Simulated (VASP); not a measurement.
**RbBr: single point with r2SCAN**

Crystal: RbBr.

```
Rb Br
1.0
     0.00000    3.46083    3.46083
     3.63629    0.00000    3.46083
     3.63629    3.46083    0.00000
Rb Br
1 1
Cartesian
  0.0000 0.0000 0.0000
  3.6363 3.4608 3.4608
```

This cell differs from its parent crystal: uniaxial x strain +5.1%.

```
Program             : VASP 6.6.1
Task                : single point
Functional          : r2SCAN
Potentials or basis : VASP PAW PBE potentials, release 64 (Rb_sv, Br)
Cutoff              : 520 eV
k mesh              : 6 × 6 × 6
Occupations         : gaussian, width 0.01 eV
Spin                : no spin polarisation
```

| Quantity | Value |
| --- | --- |
| Pressure | -0.5 GPa |
| Band gap on the k mesh | 4.75 eV, direct |

Stress tensor (GPa, compression positive):
```
-1.19  0.00  0.00
 0.00 -0.14  0.00
 0.00  0.00 -0.14
```

Levels at points of the mesh, in eV from the valence-band top:
| k point | band 6 | band 7 | band 8 | band 9 | band 10 | band 11 |
| --- | --- | --- | --- | --- | --- | --- |
| (0.00, 0.00, 0.00) | -0.04 | 0.00 | 0.00 | 4.75 | 7.66 | 7.94 |
| (0.50, 0.00, 0.00) | -0.86 | -0.30 | -0.30 | 7.07 | 7.98 | 9.95 |
| (0.50, 0.50, 0.00) | -0.44 | -0.19 | -0.17 | 6.11 | 7.65 | 9.36 |
| (0.00, 0.50, 0.50) | -0.51 | -0.13 | -0.13 | 6.17 | 7.60 | 9.15 |

It took 2.2 min on 1 thread of Intel Xeon 6975P-C (shared host), peak memory 0.26 GiB.

Caveat: the cell differs from its parent crystal (uniaxial x strain +5.1%); the PAW data sets were made with another functional, which shifts forces and pressure a little.
